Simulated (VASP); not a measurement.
# TaN (P-6m2) in VASP: a series of runs, part 2 of 2

VASP 6.6.1. Earlier steps stand in the parts before.

**3. Single point, PBE-based screened hybrid with 10 % exact exchange**

Input file POSCAR:

```
TaN
1.0
    2.9380000000      0.0000000000      0.0000000000
   -1.4690000000      2.5443826363      0.0000000000
    0.0000000000      0.0000000000      2.8830000000
Ta N
1 1
Direct
    0.0000000000      0.0000000000      0.5000000000
    0.6666666667      0.3333333333      0.0000000000
```

Input file INCAR.step1:

```
SYSTEM = TaN
PREC     = Accurate       ! precision mode
ENCUT    = 520            ! plane-wave cutoff, eV
EDIFF    = 1E-5           ! SCF threshold, eV
ISMEAR   = -1             ! smearing method
SIGMA    = 0.05           ! smearing width, eV
LREAL    = .FALSE.        ! projectors in reciprocal space
LASPH    = .TRUE.         ! aspherical terms in the spheres
NELM     = 80             ! most SCF steps
ALGO     = Normal         ! electronic algorithm
ISIF     = 2              ! what is computed and relaxed
LWAVE    = .TRUE.         ! write WAVECAR
LCHARG   = .FALSE.        ! write CHGCAR
NBANDS   = 15             ! bands
GGA      = PE             ! functional
```

Input file INCAR.step2:

```
SYSTEM = TaN
PREC     = Accurate       ! precision mode
ENCUT    = 520            ! plane-wave cutoff, eV
EDIFF    = 1E-7           ! SCF threshold, eV
ISMEAR   = -1             ! smearing method
SIGMA    = 0.05           ! smearing width, eV
LREAL    = .FALSE.        ! projectors in reciprocal space
LASPH    = .TRUE.         ! aspherical terms in the spheres
NELM     = 80             ! most SCF steps
ALGO     = Normal         ! electronic algorithm
ISIF     = 2              ! what is computed and relaxed
LWAVE    = .FALSE.        ! write WAVECAR
LCHARG   = .FALSE.        ! write CHGCAR
GGA      = PE             ! functional
LHFCALC  = .TRUE.         ! exact exchange
AEXX     = 0.1            ! exact-exchange fraction
HFSCREEN = 0.2            ! screening, 1/A
PRECFOCK = Normal       
NBANDS   = 15             ! bands
ISTART   = 1
```

Input file KPOINTS:

```
regular mesh
0
G
  5 5 5
  0 0 0
```

Potentials or basis: VASP PAW PBE potentials, release 64 (Ta_pv, N).

Launch:

```bash
> cat potpaw_PBE.64/Ta_pv/POTCAR potpaw_PBE.64/N/POTCAR > POTCAR
> cp INCAR.step1 INCAR
> mpirun -np 1 vasp_std > vasp.out
> cp INCAR.step2 INCAR
> mpirun -np 1 vasp_std > vasp.out
```

OUTCAR:

```text
SYSTEM = TaN
   PREC = Accurate
   ENCUT = 520
   EDIFF = 1E-7
   ISMEAR = -1
   LREAL = .FALSE.
   LASPH = .TRUE.
   NELM = 80
   ISIF = 2
   GGA = PE
   LHFCALC = .TRUE.
   AEXX = 0.1
   HFSCREEN = 0.2
   PRECFOCK = Normal
   ISTART = 1

 ion  position               nearest neighbor table
   1  0.000  0.000  0.500-   2 2.23   2 2.23   2 2.23   2 2.23   2 2.23   2 2.23
   2  0.667  0.333  0.000-   1 2.23   1 2.23   1 2.23   1 2.23   1 2.23   1 2.23

  LATTYP: Found a hexagonal cell.
 ALAT       =     2.9380000000
 C/A-ratio  =     0.9812797822

  Lattice vectors:

 A1 = (   2.9380000000,   0.0000000000,   0.0000000000)
 A2 = (  -1.4690000000,   2.5443826363,   0.0000000000)
 A3 = (   0.0000000000,   0.0000000000,   2.8830000000)

Analysis of symmetry for initial positions (statically):
=====================================================================
 Subroutine PRICEL returns:
 Original cell was already a primitive cell.

 Routine SETGRP: Setting up the symmetry group for a
 hexagonal supercell.

 Subroutine GETGRP returns: Found 12 space group operations
 (whereof 12 operations were pure point group operations)
 out of a pool of 24 trial point group operations.

The static configuration has the point symmetry D_3h.

Analysis of symmetry for dynamics (positions and initial velocities):
=====================================================================
 Subroutine PRICEL returns:
 Original cell was already a primitive cell.

 Routine SETGRP: Setting up the symmetry group for a
 hexagonal supercell.

 Subroutine GETGRP returns: Found 12 space group operations
 (whereof 12 operations were pure point group operations)
 out of a pool of 24 trial point group operations.

The dynamic configuration has the point symmetry D_3h.

 Subroutine INISYM returns: Found 12 space group operations
 (whereof 12 operations are pure point group operations),
 and found     1 'primitive' translations

----------------------------------------------------------------------------------------

                                     Primitive cell

  volume of cell :      21.5516

  direct lattice vectors                    reciprocal lattice vectors
     2.938000000  0.000000000  0.000000000     0.340367597  0.196511324  0.000000000
    -1.469000000  2.544382636  0.000000000     0.000000000  0.393022648  0.000000000
     0.000000000  0.000000000  2.883000000     0.000000000  0.000000000  0.346860909

  length of vectors
     2.938000000  2.938000000  2.883000000     0.393022648  0.393022648  0.346860909

  position of ions in fractional coordinates (direct lattice)
     0.000000000  0.000000000  0.500000000
     0.666666667  0.333333333  0.000000000

  ion indices of the primitive-cell ions
   primitive index   ion index
                 1           1
                 2           2

----------------------------------------------------------------------------------------

 KPOINTS: regular mesh

Automatic generation of k-mesh.
[... 41 lines left out ...]
   dimension x,y,z NGX =    24 NGY =   24 NGZ =   24
   dimension x,y,z NGXF=    48 NGYF=   48 NGZF=   48
   ions per type =               1   1
   NGX,Y,Z   is equivalent  to a cutoff of  13.58, 13.58, 13.84 a.u.
   NGXF,Y,Z  is equivalent  to a cutoff of  27.16, 27.16, 27.68 a.u.
 SYSTEM =  TaN
   PREC   = accura    normal or accurate (medium, high low for compatibility)
   ISTART =      1    job   : 0-new  1-cont  2-samecut
   ICHARG =      0    charge: 1-file 2-atom 10-const
   ISPIN  =      1    spin polarized calculation?
   LNONCOLLINEAR =      F non collinear calculations
   LSORBIT =      F    spin-orbit coupling
   LASPH  =      T    aspherical Exc in radial PAW
   ENCUT  =  520.0 eV  38.22 Ry    6.18 a.u.   5.46  5.46  5.36*2*pi/ulx,y,z
   NELM   =     80;   NELMIN=  2; NELMDL=  0     # of ELM steps
   EDIFF  = 0.1E-06   stopping-criterion for ELM
   LREAL  =      F    real-space projection
   EDIFFG = 0.1E-05   stopping-criterion for IOM
   NSW    =      0    number of steps for IOM
   IBRION =     -1    ionic relax: 0-MD 1-quasi-New 2-CG
   NFREE  =      0    steps in history (QN), initial steepest desc. (CG)
   ISIF   =      2    stress and relaxation
   ISYM   =      3    0-nonsym 1-usesym 2-fastsym
   POTIM  = 0.5000    time-step for ionic-motion
   TEBEG  =    0.0;   TEEND  =   0.0 temperature during run
   PSTRESS=    0.0 pullay stress
   NELECT =      16.0000    total number of electrons
   NUPDOWN=      -1.0000    fix difference up-down
   EMIN   =  10.00;   EMAX   =-10.00  energy-range for DOS
   EFERMI =   0.00;   METHOD = LEGACY
   ISMEAR =    -1;   SIGMA  =   0.05  broadening in eV -4-tet -1-fermi 0-gaus
   EFERMI_NEDOS =   21; number of points for ismear=-14 and -15
   IALGO  =     38    algorithm
   IMIX   =      1    mixing-type and parameters
     AMIX     =   0.40;   BMIX     =  1.00
     AMIX_MAG =   1.60;   BMIX_MAG =  1.00
  volume/ion in A,a.u.               =      10.78        72.72
  Fermi-wavevector in a.u.,A,eV,Ry     =   1.482365  2.801264 29.897531  2.197407
  Thomas-Fermi vector in A             =   2.596160
   LORBIT       =      0    0 simple, 1 ext, 2 COOP (PROOUT), +10 PAW based schemes
   GGA     = PE    functional components
   LHFCALC =     T    Hartree Fock is set to
   PRECFOCK=normal    Normal, Fast or Accurate (Low or Medium for compatibility)
   ENCUT4O =  -1.0   cutoff for four orbital integrals eV
   NKREDX  =     1    reduce k-point grid by
   NKREDY  =     1    reduce k-point grid by
   NKREDZ  =     1    reduce k-point grid by
   AEXX    =    0.1000 exact exchange contribution
   HFSCREEN=    0.2000 screening length (either q_TF or 0.3 A-1)
   HFSCREENC=   0.2000 screening length for correlation (either q_TF or 0.3 A-1)
   ENCUTFOCK=  -1.0 apply spherical cutoff to Coloumb kernel
   IVDW    =     0    specifies the selected vdW correction
   LEPSILON=     F    determine dielectric tensor
   LRPA    =     F    only Hartree local field effects (RPA)
 non-spin polarized calculation
  energy-cutoff  :      520.00
  volume of cell :       21.55
 maximum number of plane-waves:       599
 NGX is ok and might be reduce to    24
  NGX = 18; NGY = 18; NGZ = 18

 number of electron      16.0000001 magnetization

 Free energy of the ion-electron system (eV)
  ---------------------------------------------------
  ext. energy  EPLUGINS =         0.00000000
  ---------------------------------------------------
  free energy    TOTEN  =       -24.03796360 eV

  energy without entropy =      -24.03574552  energy(sigma->0) =      -24.03685456

 E-fermi :   8.2862     XC(G=0): -12.3593

 val. band max:        8.2862465328   @ k =   0.0000   0.0000   0.4000
 cond. band min:       8.2862466186   @ k =   0.0000   0.0000   0.4000
 fundamental gap:      0.0000000857
 Fermi energy:         8.2862466168

 k-point     1 :       0.0000    0.0000    0.0000
  band No.  band energies     occupation
      1     -27.6538      2.00000
      2     -27.3940      2.00000
      3     -27.3940      2.00000
      4     -10.4708      2.00000
      5       3.3235      2.00000
      6       3.3235      2.00000
      7       3.7265      2.00000
      8       5.0174      2.00000
      9      10.6563      0.00000
     10      12.0681      0.00000
     11      12.0681      0.00000
     12      12.5346      0.00000
     13      12.5346      0.00000
     14      21.7175      0.00000
[... 239 lines left out ...]
      2     -28.2022      2.00000
      3     -27.7688      2.00000
      4      -8.3228      2.00000
      5       0.0530      2.00000
      6       1.1534      2.00000
      7       3.4017      2.00000
      8       7.4613      2.00000
      9      12.7819      0.00000
     10      13.3262      0.00000
     11      14.6033      0.00000
     12      15.6777      0.00000
     13      18.3673      0.00000
     14      20.3515      0.00000
     15      22.1011      0.00000

------------------------ aborting loop because EDIFF is reached ----------------------------------------

  FORCE on cell =-STRESS in cart. coord.  units (eV):
  Direction    XX          YY          ZZ          XY          YZ          ZX
  --------------------------------------------------------------------------------------
  -------------------------------------------------------------------------------------
  Total        0.1875482      0.1875482      0.1776635      0.0000000      0.0000000      0.0000000
  in kB       13.9426278     13.9426278     13.2077833      0.0000000      0.0000000      0.0000000
  external PRESSURE =      13.6976796 kB  Pullay stress =       0.0000000 kB

 VOLUME and BASIS-vectors are now :
 -----------------------------------------------------------------------------
  energy-cutoff  :      520.00
  volume of cell :       21.55
      direct lattice vectors                 reciprocal lattice vectors
     2.938000000  0.000000000  0.000000000     0.340367597  0.196511324  0.000000000
    -1.469000000  2.544382636  0.000000000     0.000000000  0.393022648  0.000000000
     0.000000000  0.000000000  2.883000000     0.000000000  0.000000000  0.346860909

 POSITION                                       TOTAL-FORCE (eV/Angst)
 -----------------------------------------------------------------------------------
      0.00000      0.00000      1.44150        -0.000000      0.000000      0.000000
      1.46900      0.84813      0.00000         0.000000      0.000000      0.000000
 -----------------------------------------------------------------------------------
    total drift:                               -0.000000     -0.000000     -0.000000

  FREE ENERGIE OF THE ION-ELECTRON SYSTEM (eV)
  ---------------------------------------------------
  free  energy   TOTEN  =       -24.0379636001 eV

  energy  without entropy=      -24.0357455176  energy(sigma->0) =      -24.03685456
```

Wall time 13 min (1 thread of Intel Xeon Platinum 8488C (Sapphire Rapids), shared host); peak memory 0.25 GiB.

Results:

- Free energy: -24.0380 eV
- Pressure: 1.4 GPa
- Band gap on the k mesh: zero (filled and empty bands touch)

Levels at points of the mesh, in eV from the Fermi level:
```csv
k point,band 4,band 5,band 6,band 7,band 8,band 9,band 10,band 11,band 12,band 13
"(0.00, 0.00, 0.00)",-18.76,-4.96,-4.96,-4.56,-3.27,2.37,3.78,3.78,4.25,4.25
```

Caveat: the k points lie up to 0.49 Å⁻¹ apart; the PAW data sets were made with another functional, which shifts forces and pressure a little; spin-orbit coupling is left out, which moves the levels of the heavy elements.

The gap in the log of VASP goes by the Fermi energy; the results here count the filled bands.